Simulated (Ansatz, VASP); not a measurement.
## TePt: VASP beside Ansatz

```xyz
2
Lattice="0.0000 2.9528 2.9528 2.9528 0.0000 2.9528 2.9528 2.9528 0.0000" Properties=species:S:1:pos:R:3 pbc="T T T"
Pt    0.0000    0.0000    0.0000
Te    1.4764    1.4764    1.4764
```

Alike in both runs: task single point; functional LDA; k mesh 11 × 11 × 11; occupations fermi-dirac, width 0.05 eV; no spin polarisation; Hubbard terms Pt d U = 1.0 eV.

|  | VASP | Ansatz |
| --- | --- | --- |
| version | VASP 6.6.1 | Ansatz 0.2.0 |
| potentials or method | VASP PAW LDA potentials, release 64 (Pt, Te), cutoff 520 eV | all-electron LAPW, scalar-relativistic |

Ansatz gave:

- gap on the k mesh at the Fermi level (eV): none
- pressure (GPa): -0.1

Question: What did VASP give for the same quantities?

Answer: gap on the k mesh at the Fermi level (eV): none; pressure (GPa): -0.7.

LDA's correlation is that of Perdew and Zunger in VASP and of Perdew and Wang (1992) in Ansatz. The programs project onto different local orbitals, so the same U acts differently, and such runs can settle in different states. A gap of «none» marks a metal or a gap that the smearing closes. Ansatz ran all-electron here, and VASP with PAW potentials. Ansatz's warnings: filled band counts differ across k points, look outside group.

Neither program's run includes spin-orbit coupling.
